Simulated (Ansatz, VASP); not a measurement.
## Al2O3 in VASP and in Ansatz

```xyz
5
Lattice="2.9885 0.0000 0.0000 -1.4943 2.5881 0.0000 0.0000 0.0000 7.9724" Properties=species:S:1:pos:R:3 pbc="T T T"
Al    0.0000    0.0000    2.3150
Al    0.0000    0.0000    5.6574
O     0.0000    1.7254    1.7208
O     1.4943    0.8627    6.2517
O     0.0000    0.0000    3.9862
```

Alike in both runs: functional PBEsol; k mesh 12 × 12 × 4; no spin polarisation.

Ansatz relaxed the structure, and its values are those at the end. VASP's run is a single point on that final structure, the one shown.

|  | VASP | Ansatz |
| --- | --- | --- |
| version | VASP 6.6.1 | Ansatz 0.2.0 |
| potentials or method | VASP PAW PBE potentials, release 64 (Al, O) | plane waves, PAW |
| plane-wave cutoff (eV) | 520 | 420 |
| occupations | gaussian, width 0.01 eV | fixed |
| valence electrons in the cell | 24 | 24 |

|  | VASP | Ansatz | Ansatz less VASP |
| --- | --- | --- | --- |
| pressure (GPa) | 0.3 | 0.0 | -0.27 |
| rms of the force components (eV/Å) | 0.033 | 0.000 | -0.0328 |

VASP's potentials were made for PBE, not for PBEsol.
